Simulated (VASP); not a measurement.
# Bi (Fd-3m) in VASP: a series of runs

Bi is run at these levels: PBE; tasks: relaxation of cell and atoms.

Program: VASP 6.6.1. These are calculated values, not measurements. Logs are shortened: lines on timing, memory, paths and dates and some standing lists are left out, and cuts for length are marked.

## (1) The cell of the first run

The structure is cubic, space group Fd-3m (No. 227). The conventional cell has a = 7.140 Å, b = 7.140 Å, c = 7.140 Å, α = 90.00°, β = 90.00°, γ = 90.00°. Bi (site symmetry -43m) has 4 Bi at 3.09 Å within 4.1 Å.

## (2) Relaxation of cell and atoms, PBE, target pressure 5 GPa, at which the enthalpy is minimised

INCAR reads:

```
SYSTEM = Bi
PREC = Accurate
ENCUT = 600
EDIFF = 1E-6
ISMEAR = -1
SIGMA = 0.1
LREAL = .FALSE.
LASPH = .TRUE.
NELM = 60
ALGO = Normal
ISIF = 3
LWAVE = .FALSE.
LCHARG = .FALSE.
GGA = PE
IBRION = 2
NSW = 80
EDIFFG = -0.01
PSTRESS = 50.0
```

KPOINTS reads:

```
Automatic mesh
0
G
  6 6 6
  0 0 0
```

POSCAR reads:

```
Bi
1.0
    0.0000000000      3.5700000000      3.5700000000
    3.5700000000      0.0000000000      3.5700000000
    3.5700000000      3.5700000000      0.0000000000
Bi
2
Direct
    0.0000000000      0.0000000000      0.0000000000
    0.2500000000      0.2500000000      0.2500000000
```

Potentials or basis: VASP PAW PBE potentials, release 64 (Bi_d).

Run with:

```bash
$ cat potpaw_PBE.64/Bi_d/POTCAR > POTCAR
$ mpirun -np 1 vasp_std > vasp.out
```

OUTCAR:

```text
SYSTEM = Bi
   PREC = Accurate
   ENCUT = 600
   EDIFF = 1E-6
   ISMEAR = -1
   LREAL = .FALSE.
   LASPH = .TRUE.
   NELM = 60
   ISIF = 3
   GGA = PE
   IBRION = 2
   NSW = 80
   EDIFFG = -0.01
   PSTRESS = 50.0

 ion  position               nearest neighbor table
   1  0.000  0.000  0.000-   2 3.09   2 3.09   2 3.09   2 3.09
   2  0.250  0.250  0.250-   1 3.09   1 3.09   1 3.09   1 3.09

  LATTYP: Found a face centered cubic cell.
 ALAT       =     7.1400000000

  Lattice vectors:

 A1 = (   0.0000000000,   3.5700000000,   3.5700000000)
 A2 = (   3.5700000000,   0.0000000000,   3.5700000000)
 A3 = (   3.5700000000,   3.5700000000,   0.0000000000)

Analysis of symmetry for initial positions (statically):
=====================================================================
 Subroutine PRICEL returns:
 Original cell was already a primitive cell.

 Routine SETGRP: Setting up the symmetry group for a
 face centered cubic supercell.

 Subroutine GETGRP returns: Found 48 space group operations
 (whereof 24 operations were pure point group operations)
 out of a pool of 48 trial point group operations.

The static configuration has the point symmetry T_d .
 The point group associated with its full space group is O_h .

Analysis of symmetry for dynamics (positions and initial velocities):
=====================================================================
 Subroutine PRICEL returns:
 Original cell was already a primitive cell.

 Routine SETGRP: Setting up the symmetry group for a
 face centered cubic supercell.

 Subroutine GETGRP returns: Found 48 space group operations
 (whereof 24 operations were pure point group operations)
 out of a pool of 48 trial point group operations.

The dynamic configuration has the point symmetry T_d .
 The point group associated with its full space group is O_h .

 Subroutine INISYM returns: Found 48 space group operations
 (whereof 24 operations are pure point group operations),
 and found     1 'primitive' translations

----------------------------------------------------------------------------------------

                                     Primitive cell

  volume of cell :      90.9986

  direct lattice vectors                    reciprocal lattice vectors
     0.000000000  3.570000000  3.570000000    -0.140056022  0.140056022  0.140056022
     3.570000000  0.000000000  3.570000000     0.140056022 -0.140056022  0.140056022
[... 60 lines left out ...]
   total plane-waves  NPLWV =  64000
   dimension x,y,z NGX =    40 NGY =   40 NGZ =   40
   dimension x,y,z NGXF=    80 NGYF=   80 NGZF=   80
   ions per type =               2
   NGX,Y,Z   is equivalent  to a cutoff of  13.17, 13.17, 13.17 a.u.
   NGXF,Y,Z  is equivalent  to a cutoff of  26.34, 26.34, 26.34 a.u.
 SYSTEM =  Bi
   PREC   = accura    normal or accurate (medium, high low for compatibility)
   ISTART =      0    job   : 0-new  1-cont  2-samecut
   ICHARG =      2    charge: 1-file 2-atom 10-const
   ISPIN  =      1    spin polarized calculation?
   LNONCOLLINEAR =      F non collinear calculations
   LSORBIT =      F    spin-orbit coupling
   LASPH  =      T    aspherical Exc in radial PAW
   ENCUT  =  600.0 eV  44.10 Ry    6.64 a.u.  10.08 10.08 10.08*2*pi/ulx,y,z
   NELM   =     60;   NELMIN=  2; NELMDL= -5     # of ELM steps
   EDIFF  = 0.1E-05   stopping-criterion for ELM
   LREAL  =      F    real-space projection
   EDIFFG = -.1E-01   stopping-criterion for IOM
   NSW    =     80    number of steps for IOM
   IBRION =      2    ionic relax: 0-MD 1-quasi-New 2-CG
   NFREE  =      1    steps in history (QN), initial steepest desc. (CG)
   ISIF   =      3    stress and relaxation
   ISYM   =      2    0-nonsym 1-usesym 2-fastsym
   POTIM  = 0.5000    time-step for ionic-motion
   TEBEG  =    0.0;   TEEND  =   0.0 temperature during run
   PSTRESS=   50.0 pullay stress
   NELECT =      30.0000    total number of electrons
   NUPDOWN=      -1.0000    fix difference up-down
   EMIN   =  10.00;   EMAX   =-10.00  energy-range for DOS
   EFERMI =   0.00;   METHOD = LEGACY
   ISMEAR =    -1;   SIGMA  =   0.10  broadening in eV -4-tet -1-fermi 0-gaus
   EFERMI_NEDOS =   21; number of points for ismear=-14 and -15
   IALGO  =     38    algorithm
   IMIX   =      4    mixing-type and parameters
     AMIX     =   0.40;   BMIX     =  1.00
     AMIX_MAG =   1.60;   BMIX_MAG =  1.00
  volume/ion in A,a.u.               =      45.50       307.04
  Fermi-wavevector in a.u.,A,eV,Ry     =   1.130933  2.137154 17.401993  1.279010
  Thomas-Fermi vector in A             =   2.267631
   LORBIT       =      0    0 simple, 1 ext, 2 COOP (PROOUT), +10 PAW based schemes
   GGA     = PE    functional components
   LHFCALC =     F    Hartree Fock is set to
   AEXX    =    0.0000 exact exchange contribution
   IVDW    =     0    specifies the selected vdW correction
   LEPSILON=     F    determine dielectric tensor
   LRPA    =     F    only Hartree local field effects (RPA)
 conjugate gradient relaxation of ions
 non-spin polarized calculation
  energy-cutoff  :      600.00
  volume of cell :       91.00
 maximum number of plane-waves:      3071
   NGX = 21   NGY = 21   NGZ = 21

--------------------------------------- Ionic step        1  -------------------------------------------

 number of electron      30.0000009 magnetization

 Free energy of the ion-electron system (eV)
  ---------------------------------------------------
  ext. energy  EPLUGINS =         0.00000000
  ---------------------------------------------------
  free energy    TOTEN  =        -7.37107853 eV

  energy without entropy =       -7.34905378  energy(sigma->0) =       -7.36006615

------------------------ aborting loop because EDIFF is reached ----------------------------------------

  FORCE on cell =-STRESS in cart. coord.  units (eV):
  Direction    XX          YY          ZZ          XY          YZ          ZX
  --------------------------------------------------------------------------------------
  -------------------------------------------------------------------------------------
  Total        1.1815681      1.1815681      1.1815681      0.0000000      0.0000000      0.0000000
  in kB       20.8034185     20.8034185     20.8034185      0.0000000      0.0000000      0.0000000
  external PRESSURE =     -29.1965815 kB  Pullay stress =      50.0000000 kB
[... 63 lines left out ...]
--------------------------------------- Ionic step        3  -------------------------------------------

 number of electron      29.9999998 magnetization

 Free energy of the ion-electron system (eV)
  ---------------------------------------------------
  ext. energy  EPLUGINS =         0.00000000
  ---------------------------------------------------
  free energy    TOTEN  =        -7.24604537 eV

  energy without entropy =       -7.22297196  energy(sigma->0) =       -7.23450866

 E-fermi :   4.7879     XC(G=0):  -8.4163

 val. band max:        4.5167862021   @ k =  -0.3333   0.3333   0.1667
 cond. band min:       4.8465312929   @ k =   0.1667   0.1667   0.0000
 fundamental gap:      0.3297450908
 Fermi energy:         4.7878658235

 k-point     1 :       0.0000    0.0000    0.0000
  band No.  band energies     occupation
      1     -18.2614      2.00000
      2     -18.2614      2.00000
      3     -18.2614      2.00000
      4     -18.2041      2.00000
      5     -18.2041      2.00000
      6     -17.9656      2.00000
[... 374 lines left out ...]
  energy  without entropy=       -7.2229719626  energy(sigma->0) =       -7.23450866

  enthalpy is  TOTEN    =        -4.5874607991 eV   P V=        2.6585845669

 reached required accuracy - stopping structural energy minimisation
```

Run time: 86 s. Hardware: 1 thread of Intel Xeon Platinum 8259CL at 2.50GHz (Skylake/Cascade Lake), shared host; peak memory 0.25 GiB.

Results:

```yaml
Free_energy: -7.2460 eV
Relaxed_volume: 42.60 Å³/atom
Relaxed_cell: a = 4.939 Å, b = 4.939 Å, c = 4.939 Å, α = 60.00°, β = 60.00°, γ = 60.00°
Space_group_after_relaxing_to_0.05_Å: Fd-3m (No. 227)
Energy_change_on_relaxing_the_enthalpy_is_what_falls: +62.5 meV/atom
Ionic_steps: 3
Pressure_after_relaxing: 5.0 GPa
Band_gap_on_the_k_mesh: zero (band 15 reaches 5.05 eV, above the bottom of band 16 at 4.18 eV)
```

The path:
```
step  energy change (eV)  largest force (eV/Å)  pressure (GPa)  volume (Å³)
   1              0.0000                0.0000            2.08        91.00
   2              0.3141                0.0000            8.10        80.51
   3              0.1250                0.0000            4.98        85.19
```

Final structure:
```
Bi
1.0
     0.00000    3.49237    3.49237
     3.49237    0.00000    3.49237
     3.49237    3.49237    0.00000
Bi
2
Direct
  0.00000 0.00000 0.00000
  0.25000 0.25000 0.25000
```

Levels at points of the mesh, in eV from the Fermi level:
| k point | band 12 | band 13 | band 14 | band 15 | band 16 | band 17 | band 18 | band 19 |
| --- | --- | --- | --- | --- | --- | --- | --- | --- |
| (0.00, 0.00, 0.00) | -7.49 | -1.53 | -1.53 | -1.53 | 0.76 | 0.76 | 0.76 | 3.17 |
| (0.50, 0.00, 0.00) | -9.70 | -2.68 | -2.44 | -2.44 | 1.89 | 1.89 | 4.32 | 5.00 |
| (0.50, 0.50, 0.00) | -10.99 | -3.41 | -3.41 | -0.61 | -0.61 | 4.76 | 4.76 | 6.30 |

Caveat: the cell is relaxed towards a set pressure, so the enthalpy falls and the energy may rise; spin-orbit coupling is left out, which moves the levels of the heavy elements.

## (3) Relaxation of cell and atoms, PBE, target pressure 10 GPa, at which the enthalpy is minimised

INCAR reads:

```
SYSTEM = Bi
ALGO     = Normal         ! electronic algorithm
EDIFF    = 1E-6           ! SCF threshold, eV
EDIFFG   = -0.01          ! ionic threshold
ENCUT    = 600            ! plane-wave cutoff, eV
GGA      = PE             ! functional
IBRION   = 2              ! ionic algorithm
ISIF     = 3              ! what is computed and relaxed
ISMEAR   = -1             ! smearing method
LASPH    = .TRUE.         ! aspherical terms in the spheres
LCHARG   = .FALSE.        ! write CHGCAR
LREAL    = .FALSE.        ! projectors in reciprocal space
LWAVE    = .FALSE.        ! write WAVECAR
NELM     = 80             ! most SCF steps
NSW      = 80             ! ionic steps
PREC     = Accurate       ! precision mode
PSTRESS  = 100.0        
SIGMA    = 0.1            ! smearing width, eV
```

KPOINTS reads:

```
k-points
0
G
  6 6 6
  0 0 0
```

POSCAR is that of step 2.

Potentials or basis: VASP PAW PBE potentials, release 64 (Bi_d).

Run with:

```bash
$ cat potpaw_PBE.64/Bi_d/POTCAR > POTCAR
$ mpirun -np 1 vasp_std > vasp.out
```

Run time: 2.9 min. Hardware: 1 thread of Intel Xeon Platinum 8259CL at 2.50GHz (Skylake/Cascade Lake), shared host; peak memory 0.26 GiB.

Results (log left out):

```yaml
Free_energy: -6.9261 eV
Relaxed_volume: 39.09 Å³/atom
Relaxed_cell: a = 4.800 Å, b = 4.800 Å, c = 4.800 Å, α = 60.00°, β = 60.00°, γ = 60.00°
Space_group_after_relaxing_to_0.05_Å: Fd-3m (No. 227)
Energy_change_on_relaxing_the_enthalpy_is_what_falls: +222.5 meV/atom
Ionic_steps: 7
Pressure_after_relaxing: 10.0 GPa
Band_gap_on_the_k_mesh: zero (band 15 reaches 5.97 eV, above the bottom of band 16 at 4.95 eV)
```

Step by step:
| step | energy change (eV) | largest force (eV/Å) | pressure (GPa) | volume (Å³) |
| --- | --- | --- | --- | --- |
| 1 | 0.0000 | 0.0000 | 2.08 | 91.00 |
| 2 | 1.9943 | 0.0000 | 28.91 | 64.48 |
| 3 | 0.4116 | 0.0000 | 9.53 | 78.74 |
| 4 | 0.4387 | 0.0000 | 9.92 | 78.29 |
| 5 | 0.4538 | 0.0000 | 10.14 | 78.05 |
| 6 | 0.4317 | 0.0000 | 9.82 | 78.40 |
| 7 | 0.4449 | 0.0000 | 10.02 | 78.19 |

Final structure:
```xyz
2
Lattice="0.0000 3.3939 3.3939 3.3939 0.0000 3.3939 3.3939 3.3939 0.0000" Properties=species:S:1:pos:R:3 pbc="T T T"
Bi    0.0000    0.0000    0.0000
Bi    1.6970    1.6970    1.6970
```

Levels at points of the mesh, in eV from the Fermi level:
| k point | band 12 | band 13 | band 14 | band 15 | band 16 | band 17 | band 18 | band 19 |
| --- | --- | --- | --- | --- | --- | --- | --- | --- |
| (0.00, 0.00, 0.00) | -7.15 | -1.65 | -1.65 | -1.65 | 0.71 | 0.71 | 0.71 | 3.10 |
| (0.50, 0.00, 0.00) | -9.85 | -2.85 | -2.67 | -2.67 | 1.91 | 1.91 | 4.52 | 5.25 |
| (0.50, 0.50, 0.00) | -11.28 | -3.76 | -3.76 | -0.73 | -0.73 | 5.19 | 5.19 | 6.64 |

Caveat: the cell is relaxed towards a set pressure, so the enthalpy falls and the energy may rise; spin-orbit coupling is left out, which moves the levels of the heavy elements.

## (4) Relaxation of cell and atoms, PBE, target pressure 20 GPa, at which the enthalpy is minimised

INCAR reads:

```
SYSTEM = Bi
PREC = Accurate ; ENCUT = 600
EDIFF = 1E-7 ; ISMEAR = -1
SIGMA = 0.1 ; LREAL = .False.
LASPH = .True. ; NELM = 80
ALGO = Normal ; ISIF = 3
LWAVE = .False. ; LCHARG = .False.
GGA = PE ; IBRION = 2
NSW = 80 ; EDIFFG = -0.01
PSTRESS = 200.0
```

KPOINTS reads:

```
Automatic mesh
0
Gamma
  6 6 6
  0 0 0
```

POSCAR is that of step 3.

Run with:

```bash
$ cat potpaw_PBE.64/Bi_d/POTCAR > POTCAR
$ mpirun -np 1 vasp_std > vasp.out
```

It took 3.1 min on 1 thread of Intel Xeon Platinum 8259CL at 2.50GHz (Skylake/Cascade Lake), shared host; peak memory 0.26 GiB.

It converged, with:

```yaml
Free_energy: -6.1353 eV
Relaxed_volume: 34.75 Å³/atom
Relaxed_cell: a = 4.615 Å, b = 4.615 Å, c = 4.615 Å, α = 60.00°, β = 60.00°, γ = 60.00°
Space_group_after_relaxing_to_0.05_Å: Fd-3m (No. 227)
Energy_change_on_relaxing_the_enthalpy_is_what_falls: +617.9 meV/atom
Ionic_steps: 5
Pressure_after_relaxing: 20.0 GPa
Band_gap_on_the_k_mesh: zero (band 15 reaches 7.34 eV, above the bottom of band 16 at 6.10 eV)
```

Step by step:
```
step  energy change (eV)  largest force (eV/Å)  pressure (GPa)  volume (Å³)
   1              0.0000                0.0000            2.08        91.00
   2             15.1044                0.0000          189.38        39.08
   3              0.8611                0.0000           15.46        72.89
   4              1.0625                0.0000           17.95        70.96
   5              1.2358                0.0000           20.04        69.49
```

Final structure:
```cif
data_structure
_symmetry_space_group_name_H-M 'P 1'
_symmetry_Int_Tables_number 1
_cell_length_a 4.6148
_cell_length_b 4.6148
_cell_length_c 4.6148
_cell_angle_alpha 60.000
_cell_angle_beta 60.000
_cell_angle_gamma 60.000
_cell_volume 69.49
loop_
_atom_site_label
_atom_site_type_symbol
_atom_site_fract_x
_atom_site_fract_y
_atom_site_fract_z
_atom_site_occupancy
Bi1 Bi 0.00000 0.00000 0.00000 1
Bi2 Bi 0.25000 0.25000 0.25000 1
```

Levels at points of the mesh, in eV from the Fermi level:
```
           k point  band 11  band 12  band 13  band 14  band 15  band 16  band 17  band 18  band 19
(0.00, 0.00, 0.00)   -14.69    -6.65    -1.84    -1.84    -1.84     0.60     0.60     0.60     2.94
(0.50, 0.00, 0.00)   -13.23   -10.17    -3.07    -3.05    -3.05     1.89     1.89     4.35     6.03
(0.50, 0.50, 0.00)   -11.77   -11.77    -4.33    -4.33    -0.96    -0.96     5.78     5.78     7.14
```

Caveat: the cell is relaxed towards a set pressure, so the enthalpy falls and the energy may rise; the volume moved by over 15 % at a fixed basis, so the end points are rough; spin-orbit coupling is left out, which moves the levels of the heavy elements.

## (5) Summary

```csv
cell,gap on the mesh (eV),pressure (GPa)
relaxed to 5 GPa,none,5.0
relaxed to 10 GPa,none,10.0
relaxed to 20 GPa,none,20.0
```

Alike in all rows: task relaxation of cell and atoms; level PBE; potentials or basis VASP PAW PBE potentials, release 64 (Bi_d); no spin polarisation; k mesh 6 × 6 × 6; cutoff (eV) 600; smearing fermi-dirac 0.1 eV.

Caveats: the cell is relaxed towards a set pressure, so the enthalpy falls and the energy may rise; spin-orbit coupling is left out, which moves the levels of the heavy elements; the volume moved by over 15 % at a fixed basis, so the end points are rough (some runs).

Total energies depend on the potentials used, so only differences within one code and one set of settings carry meaning.
